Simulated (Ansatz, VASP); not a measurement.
**Au in VASP and in Ansatz**

INCAR

```
SYSTEM = Au
ALGO = Normal
EDIFF = 1E-8
ENCUT = 520
GGA = PS
ISIF = 2
ISMEAR = -1
LASPH = .TRUE.
LCHARG = .FALSE.
LEFG = .TRUE.
LREAL = .FALSE.
LWAVE = .FALSE.
NBANDS = 18
NELM = 100
PREC = Accurate
SIGMA = 0.03
```

File KPOINTS:

```
k-points
0
G
  14 14 8
  0 0 0
```

The input POSCAR:

```
Au
1.0
    2.8999984104      0.0000000000      0.0000000000
   -1.4499992052      2.5114722944      0.0000000000
    0.0000000000      0.0000000000      4.9288000000
Au
2
Direct
    0.3333333333      0.6666666667      0.7500000000
    0.6666666667      0.3333333333      0.2500000000
```

Input for Ansatz:

```yaml
crystal:
  lattice:
    - [2.8999984104, 0.0, 0.0]
    - [-1.4499992052, 2.5114722944, 0.0]
    - [0.0, 0.0, 4.9288]
  atoms:
    - { symbol: Au, position: [0.3333333333, 0.6666666667, 0.75] }
    - { symbol: Au, position: [0.6666666667, 0.3333333333, 0.25] }
kpoints:
  mp_grid: { grid: [14, 14, 8] }
scf:
  occupations: { method: fermi_dirac, width: 0.03 }
hamiltonian:
  xc: pbesol
  pseudopotentials: { kind: all_electron, datasets: crystal }
output:
  forces: true
  stress: true
  eigenvalues: true
  efg: { contact_densities: true }
```

Change from the starting cell: zz strain of +1 %, crystal datasets.

Alike in both runs: task electric field gradients; functional PBEsol; k mesh 14 × 14 × 8; occupations fermi-dirac, width 0.03 eV; no spin polarisation.

|  | VASP | Ansatz |
| --- | --- | --- |
| version | VASP 6.6.1 | Ansatz 0.2.0 |
| potentials or method | VASP PAW PBE potentials, release 64 (Au), cutoff 520 eV | all-electron PAW with datasets made for the crystal, scalar-relativistic |

Ansatz gave:

* pressure (GPa): -7.5
* traceless stress, the component that is largest in VASP (GPa): -0.06
* size of Vzz on the site where it differs most (V/Å²): 6.0

Estimate VASP's values.

pressure (GPa): -7.7; traceless stress, the component that is largest in VASP (GPa): -0.06; size of Vzz on the site where it differs most (V/Å²): 23.2.

VASP's potentials were made for PBE, not for PBEsol. Ansatz ran all-electron here, and VASP with PAW potentials.

Spin-orbit coupling is off throughout.
